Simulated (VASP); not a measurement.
**S: single point with r2SCAN**

Crystal: S.

```
S
1.0
     4.41868    0.00000    0.00000
    -2.20934    3.82669    0.00000
     0.00000    0.00000    5.01314
S
3
Direct
  0.22540 0.00000 0.33333
  0.00000 0.22540 0.66667
  0.77460 0.77460 0.00000
```

- Program: VASP 6.6.1
- Task: single point
- Functional: r2SCAN
- Potentials or basis: VASP PAW PBE potentials, release 64 (S)
- Cutoff: 520 eV
- k mesh: 6 × 6 × 4
- Occupations: gaussian, width 0.1 eV
- Spin: no spin polarisation
- Dipole correction: no
- Further INCAR settings: ALGO = Normal; EDIFF = 1e-06; NBANDS = 16

```yaml
Pressure: -12.3 GPa
Largest_force: 2.840 eV/Å
Band_gap_on_the_k_mesh: 1.18 eV, indirect (least direct gap 1.34 eV)
```

Forces on the atoms (eV/Å):
```
S   -2.840  0.000  0.000
S    1.420 -2.460  0.000
S    1.420  2.460  0.000
```

Stress tensor (GPa, compression positive):
```
 -9.79   0.00   0.00
  0.00  -9.79   0.00
  0.00   0.00 -17.35
```

Levels at points of the mesh, in eV from the valence-band top:
```
           k point  band 7  band 8  band 9  band 10  band 11  band 12
(0.00, 0.00, 0.00)   -1.39   -1.39   -0.20     1.87     1.87     2.22
(0.50, 0.00, 0.00)   -2.16   -1.31   -0.66     2.02     2.29     3.31
(0.00, 0.00, 0.50)   -0.97   -0.97   -0.75     1.43     1.59     1.59
(0.50, 0.00, 0.50)   -1.24   -0.89    0.00     1.59     2.53     2.63
```

Wall time 89 s on 1 thread of Intel(R) Xeon(R) Platinum 8375C CPU @ 2.90GHz (Ice Lake) (shared host), peak memory 0.22 GiB.

Caveat: the PAW data sets were made with another functional, which shifts forces and pressure a little. r2SCAN opens gaps a little over a GGA but as a rule still falls short of measured ones.
